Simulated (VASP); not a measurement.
# Pb (Fm-3m) in VASP: relaxation of cell and atoms with PBEsol

Aim: the relaxation of cell and atoms of Pb with PBEsol.

Everything below comes from runs of VASP 6.6.1. Logs are shortened: lines on timing, memory, paths and dates and some standing lists are left out, and cuts for length are marked.

### Step 1. The cell of the first run

The structure is cubic, space group Fm-3m (No. 225). Conventional cell: a = 4.950 Å, b = 4.950 Å, c = 4.950 Å, α = 90.00°, β = 90.00°, γ = 90.00°. Within 4.6 Å of Pb (site symmetry m-3m) lie 12 Pb at 3.50 Å.

### Step 2. Relaxation of cell and atoms, PBEsol

INCAR

```
PREC = Accurate
ENCUT = 500
EDIFF = 1E-7
ISMEAR = -1
SIGMA = 0.05
LREAL = False
LASPH = True
NELM = 120
ALGO = Normal
ISIF = 3
LWAVE = False
LCHARG = False
GGA = PS
IBRION = 2
NSW = 50
EDIFFG = -0.01
GGA_COMPAT = False
NELMIN = 4
```

KPOINTS

```
regular mesh
0
Gamma
  7 7 7
```

POSCAR

```
Pb
1.0
    0.0000000000      2.4750200000      2.4750200000
    2.4750200000      0.0000000000      2.4750200000
    2.4750200000      2.4750200000      0.0000000000
Pb
1
Direct
    0.0000000000      0.0000000000      0.0000000000
```

Potentials or basis: VASP PAW PBE potentials, release 64 (Pb_d).

Launch:

```sh
$ cat potpaw_PBE.64/Pb_d/POTCAR > POTCAR
$ mpirun -np 1 vasp_std > vasp.out
```

OUTCAR:

```text
PREC = Accurate
   ENCUT = 500
   EDIFF = 1E-7
   ISMEAR = -1
   LREAL = False
   LASPH = True
   NELM = 120
   ISIF = 3
   GGA = PS
   IBRION = 2
   NSW = 50
   EDIFFG = -0.01
   NELMIN = 4

 ion  position               nearest neighbor table
   1  0.000  0.000  0.000-

  LATTYP: Found a face centered cubic cell.
 ALAT       =     4.9500400000

  Lattice vectors:

 A1 = (   0.0000000000,   2.4750200000,   2.4750200000)
 A2 = (   2.4750200000,   0.0000000000,   2.4750200000)
 A3 = (   2.4750200000,   2.4750200000,   0.0000000000)

Analysis of symmetry for initial positions (statically):
=====================================================================
 Subroutine PRICEL returns:
 Original cell was already a primitive cell.

 Routine SETGRP: Setting up the symmetry group for a
 face centered cubic supercell.

 Subroutine GETGRP returns: Found 48 space group operations
 (whereof 48 operations were pure point group operations)
 out of a pool of 48 trial point group operations.

The static configuration has the point symmetry O_h .

Analysis of symmetry for dynamics (positions and initial velocities):
=====================================================================
 Subroutine PRICEL returns:
 Original cell was already a primitive cell.

 Routine SETGRP: Setting up the symmetry group for a
 face centered cubic supercell.

 Subroutine GETGRP returns: Found 48 space group operations
 (whereof 48 operations were pure point group operations)
 out of a pool of 48 trial point group operations.

The dynamic configuration has the point symmetry O_h .

 Subroutine INISYM returns: Found 48 space group operations
 (whereof 48 operations are pure point group operations),
 and found     1 'primitive' translations

----------------------------------------------------------------------------------------

                                     Primitive cell

  volume of cell :      30.3226

  direct lattice vectors                    reciprocal lattice vectors
     0.000000000  2.475020000  2.475020000    -0.202018570  0.202018570  0.202018570
     2.475020000  0.000000000  2.475020000     0.202018570 -0.202018570  0.202018570
     2.475020000  2.475020000  0.000000000     0.202018570  0.202018570 -0.202018570

  length of vectors
     3.500206851  3.500206851  3.500206851     0.349906427  0.349906427  0.349906427

  position of ions in fractional coordinates (direct lattice)
     0.000000000  0.000000000  0.000000000

  ion indices of the primitive-cell ions
   primitive index   ion index
                 1           1

----------------------------------------------------------------------------------------

 KPOINTS: regular mesh

Automatic generation of k-mesh.
 Grid dimensions read from file:
 generate k-points for:    7    7    7

 Generating k-lattice:

  Cartesian coordinates                     Fractional coordinates (reciprocal lattice)
    -0.028859796  0.028859796  0.028859796     0.142857143  0.000000000  0.000000000
     0.028859796 -0.028859796  0.028859796     0.000000000  0.142857143  0.000000000
     0.028859796  0.028859796 -0.028859796     0.000000000  0.000000000  0.142857143

  Length of vectors
     0.049986632  0.049986632  0.049986632

  Shift w.r.t. Gamma in fractional coordinates (k-lattice)
     0.000000000  0.000000000  0.000000000

 Subroutine IBZKPT returns following result:
 ===========================================

 Found     20 irreducible k-points:

 Following reciprocal coordinates:
            Coordinates               Weight
  0.000000  0.000000  0.000000      1.000000
  0.142857  0.000000  0.000000      8.000000
  0.285714  0.000000  0.000000      8.000000
  0.428571  0.000000  0.000000      8.000000
  0.142857  0.142857  0.000000      6.000000
  0.285714  0.142857  0.000000     24.000000
[... 12 lines left out ...]
 -0.428571  0.428571  0.142857     24.000000
 -0.285714  0.428571  0.142857     24.000000
   k-points           NKPTS =     20   k-points in BZ     NKDIM =     20   number of bands    NBANDS=     11
   number of dos      NEDOS =    301   number of ions     NIONS =      1
   total plane-waves  NPLWV =  21952
   dimension x,y,z NGX =    28 NGY =   28 NGZ =   28
   dimension x,y,z NGXF=    56 NGYF=   56 NGZF=   56
   ions per type =               1
   NGX,Y,Z   is equivalent  to a cutoff of  13.30, 13.30, 13.30 a.u.
   NGXF,Y,Z  is equivalent  to a cutoff of  26.60, 26.60, 26.60 a.u.
 SYSTEM =  unknown system
   PREC   = accura    normal or accurate (medium, high low for compatibility)
   ISTART =      0    job   : 0-new  1-cont  2-samecut
   ICHARG =      2    charge: 1-file 2-atom 10-const
   ISPIN  =      1    spin polarized calculation?
   LNONCOLLINEAR =      F non collinear calculations
   LSORBIT =      F    spin-orbit coupling
   LASPH  =      T    aspherical Exc in radial PAW
   ENCUT  =  500.0 eV  36.75 Ry    6.06 a.u.   6.38  6.38  6.38*2*pi/ulx,y,z
   NELM   =    120;   NELMIN=  4; NELMDL= -5     # of ELM steps
   EDIFF  = 0.1E-06   stopping-criterion for ELM
   LREAL  =      F    real-space projection
   EDIFFG = -.1E-01   stopping-criterion for IOM
   NSW    =     50    number of steps for IOM
   IBRION =      2    ionic relax: 0-MD 1-quasi-New 2-CG
   NFREE  =      1    steps in history (QN), initial steepest desc. (CG)
   ISIF   =      3    stress and relaxation
   ISYM   =      2    0-nonsym 1-usesym 2-fastsym
   POTIM  = 0.5000    time-step for ionic-motion
   TEBEG  =    0.0;   TEEND  =   0.0 temperature during run
   PSTRESS=    0.0 pullay stress
   NELECT =      14.0000    total number of electrons
   NUPDOWN=      -1.0000    fix difference up-down
   EMIN   =  10.00;   EMAX   =-10.00  energy-range for DOS
   EFERMI =   0.00;   METHOD = LEGACY
   ISMEAR =    -1;   SIGMA  =   0.05  broadening in eV -4-tet -1-fermi 0-gaus
   EFERMI_NEDOS =   21; number of points for ismear=-14 and -15
   IALGO  =     38    algorithm
   IMIX   =      4    mixing-type and parameters
     AMIX     =   0.40;   BMIX     =  1.00
     AMIX_MAG =   1.60;   BMIX_MAG =  1.00
  volume/ion in A,a.u.               =      30.32       204.63
  Fermi-wavevector in a.u.,A,eV,Ry     =   1.265306  2.391081 21.782907  1.600999
  Thomas-Fermi vector in A             =   2.398566
   LORBIT       =      0    0 simple, 1 ext, 2 COOP (PROOUT), +10 PAW based schemes
   GGA     = PS    functional components
   LHFCALC =     F    Hartree Fock is set to
   AEXX    =    0.0000 exact exchange contribution
   IVDW    =     0    specifies the selected vdW correction
   LEPSILON=     F    determine dielectric tensor
   LRPA    =     F    only Hartree local field effects (RPA)
 conjugate gradient relaxation of ions
 non-spin polarized calculation
  energy-cutoff  :      500.00
  volume of cell :       30.32
 maximum number of plane-waves:       779
 NGX is ok and might be reduce to    28
   NGX = 13   NGY = 13   NGZ = 13

 number of electron      13.9999999 magnetization

 Free energy of the ion-electron system (eV)
  ---------------------------------------------------
  ext. energy  EPLUGINS =         0.00000000
  ---------------------------------------------------
  free energy    TOTEN  =        -4.01110570 eV

  energy without entropy =       -4.00772834  energy(sigma->0) =       -4.00941702

 E-fermi :   7.0220     XC(G=0): -10.3393

 val. band max:        6.8959567150   @ k =   0.4286   0.2857   0.1429
 cond. band min:       7.3829969040   @ k =  -0.4286   0.4286   0.0000
 fundamental gap:      0.4870401890
 Fermi energy:         7.0219732696

 k-point     1 :       0.0000    0.0000    0.0000
  band No.  band energies     occupation
      1      -9.8752      2.00000
      2      -9.8752      2.00000
      3      -9.8752      2.00000
      4      -9.7326      2.00000
      5      -9.7326      2.00000
      6      -4.6643      2.00000
      7      14.5158      0.00000
      8      14.5158      0.00000
      9      14.5158      0.00000
     10      16.8639      0.00000
     11      18.4174      0.00000

 k-point     2 :       0.1429    0.0000    0.0000
  band No.  band energies     occupation
      1      -9.8768      2.00000
      2      -9.8506      2.00000
      3      -9.8506      2.00000
      4      -9.7306      2.00000
      5      -9.7306      2.00000
      6      -4.2708      2.00000
      7      11.1470      0.00000
      8      14.0768      0.00000
      9      14.0768      0.00000
     10      16.3496      0.00000
     11      19.7575      0.00000

 k-point     3 :       0.2857    0.0000    0.0000
  band No.  band energies     occupation
      1      -9.8878      2.00000
      2      -9.8419      2.00000
      3      -9.8419      2.00000
      4      -9.6778      2.00000
      5      -9.6778      2.00000
      6      -3.1055      2.00000
      7       6.8250      1.96184
      8      13.2868      0.00000
      9      13.2868      0.00000
     10      16.0352      0.00000
     11      18.1612      0.00000

 k-point     4 :       0.4286    0.0000    0.0000
  band No.  band energies     occupation
      1      -9.9030      2.00000
      2      -9.8605      2.00000
      3      -9.8605      2.00000
      4      -9.6081      2.00000
      5      -9.6081      2.00000
      6      -1.4555      2.00000
      7       3.5146      2.00000
      8      12.7507      0.00000
      9      12.7507      0.00000
     10      16.1636      0.00000
     11      16.8736      0.00000
[... 183 lines left out ...]
 k-point    18 :      -0.4286    0.2857    0.1429
  band No.  band energies     occupation
      1      -9.8811      2.00000
      2      -9.8527      2.00000
      3      -9.7509      2.00000
      4      -9.6891      2.00000
      5      -9.6111      2.00000
      6      -0.6290      2.00000
      7       4.5691      2.00000
      8       7.8981      0.00000
      9      10.0294      0.00000
     10      16.1130      0.00000
     11      18.2915      0.00000

 k-point    19 :      -0.4286    0.4286    0.1429
  band No.  band energies     occupation
      1      -9.9525      2.00000
      2      -9.8939      2.00000
      3      -9.6925      2.00000
      4      -9.6300      2.00000
      5      -9.5802      2.00000
      6      -0.0657      2.00000
      7       4.9511      2.00000
      8       7.5777      0.00003
      9       8.2730      0.00000
     10      15.2837      0.00000
     11      16.2356      0.00000

 k-point    20 :      -0.2857    0.4286    0.1429
  band No.  band energies     occupation
      1      -9.9005      2.00000
      2      -9.8182      2.00000
      3      -9.7610      2.00000
      4      -9.6855      2.00000
      5      -9.5817      2.00000
      6       0.3046      2.00000
      7       5.3971      2.00000
      8       5.6414      2.00000
      9       8.5200      0.00000
     10      16.1325      0.00000
     11      19.6112      0.00000

------------------------ aborting loop because EDIFF is reached ----------------------------------------

  FORCE on cell =-STRESS in cart. coord.  units (eV):
  Direction    XX          YY          ZZ          XY          YZ          ZX
  --------------------------------------------------------------------------------------
  -------------------------------------------------------------------------------------
  Total       -0.0079413     -0.0079413     -0.0079413      0.0000000      0.0000000     -0.0000000
  in kB       -0.4196023     -0.4196023     -0.4196023      0.0000000      0.0000000     -0.0000000
  external PRESSURE =      -0.4196023 kB  Pullay stress =       0.0000000 kB

 VOLUME and BASIS-vectors are now :
 -----------------------------------------------------------------------------
  energy-cutoff  :      500.00
  volume of cell :       30.32
      direct lattice vectors                 reciprocal lattice vectors
     0.000000000  2.475020000  2.475020000    -0.202018570  0.202018570  0.202018570
     2.475020000  0.000000000  2.475020000     0.202018570 -0.202018570  0.202018570
     2.475020000  2.475020000  0.000000000     0.202018570  0.202018570 -0.202018570

 POSITION                                       TOTAL-FORCE (eV/Angst)
 -----------------------------------------------------------------------------------
      0.00000      0.00000      0.00000         0.000000      0.000000      0.000000
 -----------------------------------------------------------------------------------
    total drift:                               -0.000000      0.000000      0.000000

  FREE ENERGIE OF THE ION-ELECTRON SYSTEM (eV)
  ---------------------------------------------------
  free  energy   TOTEN  =        -4.0111056959 eV

  energy  without entropy=       -4.0077283382  energy(sigma->0) =       -4.00941702

 reached required accuracy - stopping structural energy minimisation
```

Run time: 5.6 s. Hardware: 1 thread of AMD EPYC 7R13 (Zen 3), shared host; peak memory 0.12 GiB.

Results:

| Property | Result |
| --- | --- |
| Free energy | -4.0111 eV |
| Pressure after relaxing | 0.0 GPa |
| Band gap on the k mesh | zero (bands 7 and 8 overlap by 8.87 eV) |

Final structure:
```xyz
1
Lattice="0.0000 2.4750 2.4750 2.4750 0.0000 2.4750 2.4750 2.4750 0.0000" Properties=species:S:1:pos:R:3 pbc="T T T"
Pb    0.0000    0.0000    0.0000
```

Levels at points of the mesh, in eV from the Fermi level:
```tsv
k point	band 4	band 5	band 6	band 7	band 8	band 9	band 10	band 11
(0.00, 0.00, 0.00)	-16.75	-16.75	-11.69	7.49	7.49	7.49	9.84	11.40
```

Caveat: the relaxation stopped at its first step, so nothing moved; the PAW data sets were made with another functional, which shifts forces and pressure a little; spin-orbit coupling is left out, which moves the levels of the heavy elements.
